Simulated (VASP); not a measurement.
# Mg (P6_3/mmc) in VASP: notebook

Runs on Mg. Level: PBEsol. Tasks: single point.

Program: VASP 6.6.1. These are calculated values, not measurements. Logs are shortened: lines on timing, memory, paths and dates and some standing lists are left out, and cuts for length are marked.

## (1) The cell of the first run

The structure is hexagonal, space group P6_3/mmc (No. 194). The conventional cell has a = 3.338 Å, b = 3.338 Å, c = 5.210 Å, α = 90.00°, β = 90.00°, γ = 120.00°. Mg (site symmetry -6m2) has 12 Mg at 3.24 to 3.34 Å within 4.3 Å.

## (2) Single point, PBEsol (strain +0.040 along x and y, +0.000 along z)

INCAR reads:

```
PREC     = Accurate       # precision mode
ENCUT    = 520            # plane-wave cutoff, eV
EDIFF    = 1E-7           # SCF threshold, eV
ISMEAR   = 0              # smearing method
SIGMA    = 0.15           # smearing width, eV
LREAL    = False          # projectors in reciprocal space
LASPH    = True           # aspherical terms in the spheres
NELM     = 80             # most SCF steps
ALGO     = Normal         # electronic algorithm
ISIF     = 2              # what is computed and relaxed
LWAVE    = False          # write WAVECAR
LCHARG   = False          # write CHGCAR
GGA      = PS             # functional
NBANDS   = 9              # bands
```

KPOINTS reads:

```
regular mesh
0
Gamma
  18 18 10
```

POSCAR reads:

```
Mg
1.0
    3.3376423938      0.0000000000      0.0000000000
   -1.6688211969      2.8904831018      0.0000000000
    0.0000000000      0.0000000000      5.2103300000
Mg
2
Direct
    0.3333333333      0.6666666667      0.2500000000
    0.6666666667      0.3333333333      0.7500000000
```

Potentials or basis: VASP PAW PBE potentials, release 64 (Mg).

Started as:

```sh
$ cat potpaw_PBE.64/Mg/POTCAR > POTCAR
$ mpirun -np 1 vasp_std > vasp.out
```

OUTCAR:

```text
PREC = Accurate
   ENCUT = 520
   EDIFF = 1E-7
   ISMEAR = 0
   LREAL = False
   LASPH = True
   NELM = 80
   ISIF = 2
   GGA = PS

 ion  position               nearest neighbor table
   1  0.333  0.667  0.250-   2 3.24   2 3.24   2 3.24   2 3.24   2 3.24   2 3.24
   2  0.667  0.333  0.750-   1 3.24   1 3.24   1 3.24   1 3.24   1 3.24   1 3.24

  LATTYP: Found a hexagonal cell.
 ALAT       =     3.3376423938
 C/A-ratio  =     1.5610809623

  Lattice vectors:

 A1 = (   3.3376423938,   0.0000000000,   0.0000000000)
 A2 = (  -1.6688211969,   2.8904831018,   0.0000000000)
 A3 = (   0.0000000000,   0.0000000000,   5.2103300000)

Analysis of symmetry for initial positions (statically):
=====================================================================
 Subroutine PRICEL returns:
 Original cell was already a primitive cell.

 Routine SETGRP: Setting up the symmetry group for a
 hexagonal supercell.

 Subroutine GETGRP returns: Found 24 space group operations
 (whereof 12 operations were pure point group operations)
 out of a pool of 24 trial point group operations.

The static configuration has the point symmetry D_3d.
 The point group associated with its full space group is D_6h.

Analysis of symmetry for dynamics (positions and initial velocities):
=====================================================================
 Subroutine PRICEL returns:
 Original cell was already a primitive cell.

 Routine SETGRP: Setting up the symmetry group for a
 hexagonal supercell.

 Subroutine GETGRP returns: Found 24 space group operations
 (whereof 12 operations were pure point group operations)
 out of a pool of 24 trial point group operations.

The dynamic configuration has the point symmetry D_3d.
 The point group associated with its full space group is D_6h.

 Subroutine INISYM returns: Found 24 space group operations
 (whereof 12 operations are pure point group operations),
 and found     1 'primitive' translations

----------------------------------------------------------------------------------------

                                     Primitive cell

  volume of cell :      50.2661

  direct lattice vectors                    reciprocal lattice vectors
     3.337642394  0.000000000  0.000000000     0.299612685  0.172981464  0.000000000
    -1.668821197  2.890483102  0.000000000     0.000000000  0.345962929  0.000000000
     0.000000000  0.000000000  5.210330000     0.000000000  0.000000000  0.191926423

  length of vectors
     3.337642394  3.337642394  5.210330000     0.345962929  0.345962929  0.191926423

  position of ions in fractional coordinates (direct lattice)
     0.333333333  0.666666667  0.250000000
     0.666666667  0.333333333  0.750000000

  ion indices of the primitive-cell ions
   primitive index   ion index
                 1           1
                 2           2

----------------------------------------------------------------------------------------

 KPOINTS: regular mesh

Automatic generation of k-mesh.
 Grid dimensions read from file:
 generate k-points for:   18   18   10

 Generating k-lattice:

  Cartesian coordinates                     Fractional coordinates (reciprocal lattice)
     0.016645149  0.009610081  0.000000000     0.055555556  0.000000000  0.000000000
     0.000000000  0.019220163  0.000000000     0.000000000  0.055555556  0.000000000
     0.000000000  0.000000000  0.019192642     0.000000000  0.000000000  0.100000000

  Length of vectors
     0.019220163  0.019220163  0.019192642

  Shift w.r.t. Gamma in fractional coordinates (k-lattice)
     0.000000000  0.000000000  0.000000000

 Subroutine IBZKPT returns following result:
 ===========================================

 Found    222 irreducible k-points:

 Following reciprocal coordinates:
            Coordinates               Weight
  0.000000  0.000000  0.000000      1.000000
  0.055556 -0.000000  0.000000      6.000000
  0.111111 -0.000000  0.000000      6.000000
  0.166667  0.000000  0.000000      6.000000
  0.222222  0.000000  0.000000      6.000000
  0.277778 -0.000000  0.000000      6.000000
[... 16 lines left out ...]
  0.333333  0.111111  0.000000     12.000000
  0.388889  0.111111  0.000000     12.000000
 [... further k-points ...]
   k-points           NKPTS =    222   k-points in BZ     NKDIM =    222   number of bands    NBANDS=      9
   number of dos      NEDOS =    301   number of ions     NIONS =      2
   total plane-waves  NPLWV =  31360
   dimension x,y,z NGX =    28 NGY =   28 NGZ =   40
   dimension x,y,z NGXF=    56 NGYF=   56 NGZF=   80
   ions per type =               2
   NGX,Y,Z   is equivalent  to a cutoff of  13.95, 13.95, 12.76 a.u.
   NGXF,Y,Z  is equivalent  to a cutoff of  27.89, 27.89, 25.53 a.u.
 SYSTEM =  unknown system
   PREC   = accura    normal or accurate (medium, high low for compatibility)
   ISTART =      0    job   : 0-new  1-cont  2-samecut
   ICHARG =      2    charge: 1-file 2-atom 10-const
   ISPIN  =      1    spin polarized calculation?
   LNONCOLLINEAR =      F non collinear calculations
   LSORBIT =      F    spin-orbit coupling
   LASPH  =      T    aspherical Exc in radial PAW
   ENCUT  =  520.0 eV  38.22 Ry    6.18 a.u.   6.21  6.21  9.69*2*pi/ulx,y,z
   NELM   =     80;   NELMIN=  2; NELMDL= -5     # of ELM steps
   EDIFF  = 0.1E-06   stopping-criterion for ELM
   LREAL  =      F    real-space projection
   EDIFFG = 0.1E-05   stopping-criterion for IOM
   NSW    =      0    number of steps for IOM
   IBRION =     -1    ionic relax: 0-MD 1-quasi-New 2-CG
   NFREE  =      0    steps in history (QN), initial steepest desc. (CG)
   ISIF   =      2    stress and relaxation
   ISYM   =      2    0-nonsym 1-usesym 2-fastsym
   POTIM  = 0.5000    time-step for ionic-motion
   TEBEG  =    0.0;   TEEND  =   0.0 temperature during run
   PSTRESS=    0.0 pullay stress
   NELECT =       4.0000    total number of electrons
   NUPDOWN=      -1.0000    fix difference up-down
   EMIN   =  10.00;   EMAX   =-10.00  energy-range for DOS
   EFERMI =   0.00;   METHOD = LEGACY
   ISMEAR =     0;   SIGMA  =   0.15  broadening in eV -4-tet -1-fermi 0-gaus
   EFERMI_NEDOS =   21; number of points for ismear=-14 and -15
   IALGO  =     38    algorithm
   IMIX   =      4    mixing-type and parameters
     AMIX     =   0.40;   BMIX     =  1.00
     AMIX_MAG =   1.60;   BMIX_MAG =  1.00
  volume/ion in A,a.u.               =      25.13       169.61
  Fermi-wavevector in a.u.,A,eV,Ry     =   0.704157  1.330664  6.746278  0.495837
  Thomas-Fermi vector in A             =   1.789323
   LORBIT       =      0    0 simple, 1 ext, 2 COOP (PROOUT), +10 PAW based schemes
   GGA     = PS    functional components
   LHFCALC =     F    Hartree Fock is set to
   AEXX    =    0.0000 exact exchange contribution
   IVDW    =     0    specifies the selected vdW correction
   LEPSILON=     F    determine dielectric tensor
   LRPA    =     F    only Hartree local field effects (RPA)
 non-spin polarized calculation
 Gauss-broadening in eV      SIGMA  =   0.15
  energy-cutoff  :      520.00
  volume of cell :       50.27
 maximum number of plane-waves:      1379
 NGX is ok and might be reduce to    28
   NGX = 13   NGY = 13   NGZ = 19

 number of electron       4.0000000 magnetization

 Free energy of the ion-electron system (eV)
  ---------------------------------------------------
  ext. energy  EPLUGINS =         0.00000000
  ---------------------------------------------------
  free energy    TOTEN  =        -3.38745043 eV

  energy without entropy =       -3.37769900  energy(sigma->0) =       -3.38257471

 E-fermi :   2.1519     XC(G=0):  -8.2540

 val. band max:        2.1271695346   @ k =   0.2778   0.2778   0.3000
 cond. band min:       2.1563267736   @ k =   0.0000   0.0000   0.1000
 fundamental gap:      0.0291572390
 Fermi energy:         2.1518721350

 k-point     1 :       0.0000    0.0000    0.0000
  band No.  band energies     occupation
      1      -4.4087      2.00000
      2       0.7950      2.00000
      3       1.2512      2.00000
      4      12.0086      0.00000
      5      12.0086      0.00000
      6      12.1596      0.00000
      7      12.1596      0.00000
      8      13.5225      0.00000
      9      14.3455      0.00000

 k-point     2 :       0.0556   -0.0000    0.0000
  band No.  band energies     occupation
      1      -4.3531      2.00000
      2       0.8461      2.00000
      3       1.3056      2.00000
      4      10.7469      0.00000
      5      11.2636      0.00000
      6      12.0995      0.00000
      7      12.9986      0.00000
      8      14.2024      0.00000
      9      14.9754      0.00000

 k-point     3 :       0.1111   -0.0000    0.0000
  band No.  band energies     occupation
      1      -4.1862      2.00000
      2       0.9995      2.00000
      3       1.4681      2.00000
      4       9.1712      0.00000
      5      10.5447      0.00000
      6      11.4532      0.00000
      7      13.8187      0.00000
      8      13.9863      0.00000
      9      14.3105      0.00000

 k-point     4 :       0.1667    0.0000    0.0000
  band No.  band energies     occupation
      1      -3.9086      2.00000
      2       1.2553      2.00000
      3       1.7361      1.99991
      4       7.6260      0.00000
      5       9.9217      0.00000
      6      10.7470      0.00000
      7      12.3147      0.00000
      8      13.1424      0.00000
      9      14.5648      0.00000
[... 205 lines left out ...]
 k-point    22 :       0.2778    0.1111    0.0000
  band No.  band energies     occupation
      1      -2.2585      2.00000
      2       2.7899      0.00000
      3       2.9899      0.00000
      4       3.9316      0.00000
      5       6.3760      0.00000
      6       8.3530      0.00000
      7       9.1824      0.00000
      8      11.2155      0.00000
      9      11.9250      0.00000

 k-point    23 :       0.3333    0.1111    0.0000
  band No.  band energies     occupation
      1      -1.5517      2.00000
      2       2.2224      0.50620
      3       3.4530      0.00000
      4       4.1449      0.00000
      5       6.0918      0.00000
      6       7.1840      0.00000
      7       8.1301      0.00000
      8      10.9442      0.00000
      9      11.6954      0.00000

 k-point    24 :       0.3889    0.1111    0.0000
  band No.  band energies     occupation
      1      -0.7431      2.00000
      2       1.1656      2.00000
      3       4.2093      0.00000
      4       4.7891      0.00000
      5       5.8514      0.00000
      6       6.1219      0.00000
      7       7.2604      0.00000
      8      10.7827      0.00000
      9      11.5561      0.00000

 [... further k-points ...]

------------------------ aborting loop because EDIFF is reached ----------------------------------------

  FORCE on cell =-STRESS in cart. coord.  units (eV):
  Direction    XX          YY          ZZ          XY          YZ          ZX
  --------------------------------------------------------------------------------------
  -------------------------------------------------------------------------------------
  Total       -1.1506060     -1.1506060     -0.8237119      0.0000000      0.0000000     -0.0000000
  in kB      -36.6742922    -36.6742922    -26.2549038      0.0000000      0.0000000     -0.0000000
  external PRESSURE =     -33.2011627 kB  Pullay stress =       0.0000000 kB

 VOLUME and BASIS-vectors are now :
 -----------------------------------------------------------------------------
  energy-cutoff  :      520.00
  volume of cell :       50.27
      direct lattice vectors                 reciprocal lattice vectors
     3.337642394  0.000000000  0.000000000     0.299612685  0.172981464  0.000000000
    -1.668821197  2.890483102  0.000000000     0.000000000  0.345962929  0.000000000
     0.000000000  0.000000000  5.210330000     0.000000000  0.000000000  0.191926423

 POSITION                                       TOTAL-FORCE (eV/Angst)
 -----------------------------------------------------------------------------------
     -0.00000      1.92699      1.30258         0.000000      0.000000      0.000000
      1.66882      0.96349      3.90775        -0.000000      0.000000      0.000000
 -----------------------------------------------------------------------------------
    total drift:                               -0.000000      0.000000     -0.000000

  FREE ENERGIE OF THE ION-ELECTRON SYSTEM (eV)
  ---------------------------------------------------
  free  energy   TOTEN  =        -3.3874504269 eV

  energy  without entropy=       -3.3776990011  energy(sigma->0) =       -3.38257471
```

Run time: 1.8 min. Hardware: 1 thread of Intel Xeon 8259CL, shared host; peak memory 0.25 GiB.

Results:

```yaml
Free_energy: -3.3875 eV
Pressure: -3.3 GPa
Band_gap_on_the_k_mesh: zero (bands 2 and 3 overlap by 2.00 eV)
```

Levels at points of the mesh, in eV from the Fermi level:
```
           k point  band 1  band 2  band 3  band 4  band 5  band 6  band 7
(0.00, 0.00, 0.00)   -6.56   -1.36   -0.90    9.86    9.86   10.01   10.01
(0.50, 0.00, 0.00)   -2.20   -2.09    2.57    3.05    3.28    3.61    6.05
(0.00, 0.00, 0.50)   -5.18   -5.18    5.33    5.33   10.77   10.77   10.77
(0.50, 0.00, 0.50)   -1.06   -1.06   -0.53   -0.53    7.24    7.24    7.70
```

Caveat: the cell differs from its parent crystal (strain +0.040 along x and y, +0.000 along z); the cell stands under tension; the PAW data sets were made with another functional, which shifts forces and pressure a little.

## (3) Single point, PBEsol (strain +0.080 along x and y, -0.040 along z)

INCAR reads:

```
PREC = Accurate
ENCUT = 520
EDIFF = 1E-6
ISMEAR = 0
SIGMA = 0.15
LREAL = False
LASPH = True
NELM = 80
ALGO = Normal
ISIF = 2
LWAVE = False
LCHARG = False
GGA = PS
NBANDS = 9
```

KPOINTS is that of step 2.

POSCAR reads:

```
Mg
1.0
    3.4660132551      0.0000000000      0.0000000000
   -1.7330066275      3.0016555288      0.0000000000
    0.0000000000      0.0000000000      5.0019168000
Mg
2
Direct
    0.3333333333      0.6666666667      0.2500000000
    0.6666666667      0.3333333333      0.7500000000
```

Potentials or basis: VASP PAW PBE potentials, release 64 (Mg).

Started as:

```sh
$ cat potpaw_PBE.64/Mg/POTCAR > POTCAR
$ mpirun -np 1 vasp_std > vasp.out
```

Run time: 88 s. Hardware: 1 thread of Intel Xeon 8259CL, shared host; peak memory 0.25 GiB.

It converged, with:

| Item | Value |
| --- | --- |
| Free energy | -3.3063 eV |
| Pressure | -3.7 GPa |
| Band gap on the k mesh | zero (bands 2 and 3 overlap by 1.84 eV) |

Stress tensor (GPa, compression positive):
```
-4.91  0.00  0.00
 0.00 -4.91  0.00
 0.00  0.00 -1.30
```

Levels at points of the mesh, in eV from the Fermi level:
```tsv
k point	band 1	band 2	band 3	band 4	band 5	band 6
(0.00, 0.00, 0.00)	-6.43	-0.89	-0.20	8.68	8.68	9.06
(0.50, 0.00, 0.00)	-2.44	-2.22	2.67	3.24	3.74	3.85
(0.00, 0.00, 0.50)	-4.94	-4.94	6.42	6.42	9.83	9.83
(0.50, 0.00, 0.50)	-1.12	-1.12	-0.63	-0.63	6.51	6.51
```

Caveat: the cell differs from its parent crystal (strain +0.080 along x and y, -0.040 along z); the cell stands under tension; the PAW data sets were made with another functional, which shifts forces and pressure a little.

## (4) Single point, PBEsol (strain +0.040 along x and y, +0.040 along z)

INCAR reads:

```
SYSTEM = Mg
PREC     = Accurate       ! precision mode
ENCUT    = 520            ! plane-wave cutoff, eV
EDIFF    = 1E-7           ! SCF threshold, eV
ISMEAR   = 0              ! smearing method
SIGMA    = 0.15           ! smearing width, eV
LREAL    = .False.        ! projectors in reciprocal space
LASPH    = .True.         ! aspherical terms in the spheres
NELM     = 60             ! most SCF steps
ALGO     = Normal         ! electronic algorithm
ISIF     = 2              ! what is computed and relaxed
LWAVE    = .False.        ! write WAVECAR
LCHARG   = .False.        ! write CHGCAR
GGA      = PS             ! functional
NBANDS   = 9              ! bands
```

KPOINTS reads:

```
Automatic mesh
0
Gamma
  18 18 10
  0 0 0
```

POSCAR reads:

```
Mg
1.0
    3.3376423938      0.0000000000      0.0000000000
   -1.6688211969      2.8904831018      0.0000000000
    0.0000000000      0.0000000000      5.4187432000
Mg
2
Direct
    0.3333333333      0.6666666667      0.2500000000
    0.6666666667      0.3333333333      0.7500000000
```

Started as:

```sh
$ cat potpaw_PBE.64/Mg/POTCAR > POTCAR
$ mpirun -np 1 vasp_std > vasp.out
```

It took 1.8 min on 1 thread of Intel Xeon 8259CL, shared host; peak memory 0.25 GiB.

It converged, with:

| Quantity | Value |
| --- | --- |
| Free energy | -3.3437 eV |
| Pressure | -4.2 GPa |
| Band gap on the k mesh | zero (bands 2 and 3 overlap by 2.24 eV) |

Levels at points of the mesh, in eV from the Fermi level:
| k point | band 1 | band 2 | band 3 | band 4 | band 5 | band 6 |
| --- | --- | --- | --- | --- | --- | --- |
| (0.00, 0.00, 0.00) | -6.39 | -1.47 | -1.24 | 10.06 | 10.06 | 10.20 |
| (0.50, 0.00, 0.00) | -2.02 | -1.92 | 2.48 | 2.93 | 2.96 | 3.34 |
| (0.00, 0.00, 0.50) | -5.11 | -5.11 | 4.65 | 4.65 | 10.92 | 10.92 |
| (0.50, 0.00, 0.50) | -0.96 | -0.96 | -0.48 | -0.48 | 7.34 | 7.34 |

Caveat: the cell differs from its parent crystal (strain +0.040 along x and y, +0.040 along z); the cell stands under tension; the PAW data sets were made with another functional, which shifts forces and pressure a little.

## (5) Single point, PBEsol (strain +0.080 along x and y, +0.000 along z)

INCAR reads:

```
ALGO = Fast
EDIFF = 1E-6
ENCUT = 520
GGA = PS
ISIF = 2
ISMEAR = 0
LASPH = True
LCHARG = False
LREAL = False
LWAVE = False
NBANDS = 9
NELM = 100
PREC = Accurate
SIGMA = 0.15
```

KPOINTS reads:

```
k-points
0
Gamma
  18 18 10
```

POSCAR reads:

```
Mg
1.0
    3.4660132551      0.0000000000      0.0000000000
   -1.7330066275      3.0016555288      0.0000000000
    0.0000000000      0.0000000000      5.2103300000
Mg
2
Direct
    0.3333333333      0.6666666667      0.2500000000
    0.6666666667      0.3333333333      0.7500000000
```

Started as:

```sh
$ cat potpaw_PBE.64/Mg/POTCAR > POTCAR
$ mpirun -np 1 vasp_std > vasp.out
```

Wall time 1.8 min (1 thread of Intel Xeon 8259CL, shared host); peak memory 0.25 GiB.

The run converged. Its results:

- Free energy: -3.2747 eV
- Pressure: -4.7 GPa
- Band gap on the k mesh: zero (bands 2 and 3 overlap by 1.77 eV)

Stress tensor (GPa, compression positive):
```
-5.34  0.00  0.00
 0.00 -5.34  0.00
 0.00  0.00 -3.33
```

Levels at points of the mesh, in eV from the Fermi level:
```csv
k point,band 1,band 2,band 3,band 4,band 5,band 6,band 7
"(0.00, 0.00, 0.00)",-6.26,-1.07,-0.58,8.88,8.88,9.25,9.25
"(0.50, 0.00, 0.00)",-2.26,-2.05,2.52,3.09,3.33,3.58,5.40
"(0.00, 0.00, 0.50)",-4.88,-4.88,5.65,5.65,9.97,9.97,9.97
"(0.50, 0.00, 0.50)",-1.03,-1.03,-0.59,-0.59,6.60,6.60,7.35
```

Caveat: the cell differs from its parent crystal (strain +0.080 along x and y, +0.000 along z); the cell stands under tension; the PAW data sets were made with another functional, which shifts forces and pressure a little.

## (6) The runs side by side

| cell | gap on the mesh (eV) | pressure (GPa) |
| --- | --- | --- |
| a = 3.338, b = 3.338, c = 5.210 Å, angles 90.0, 90.0, 120.0°, 2 atoms | none | -3.3 |
| a = 3.466, b = 3.466, c = 5.002 Å, angles 90.0, 90.0, 120.0°, 2 atoms | none | -3.7 |
| a = 3.338, b = 3.338, c = 5.419 Å, angles 90.0, 90.0, 120.0°, 2 atoms | none | -4.2 |
| a = 3.466, b = 3.466, c = 5.210 Å, angles 90.0, 90.0, 120.0°, 2 atoms | none | -4.7 |

Alike in all rows: task single point; level PBEsol; potentials or basis VASP PAW PBE potentials, release 64 (Mg); no spin polarisation; k mesh 18 × 18 × 10; cutoff (eV) 520; smearing gaussian 0.15 eV.

Caveats: the cell stands under tension; the PAW data sets were made with another functional, which shifts forces and pressure a little.

Absolute energies hang on the potentials; compare differences alone.
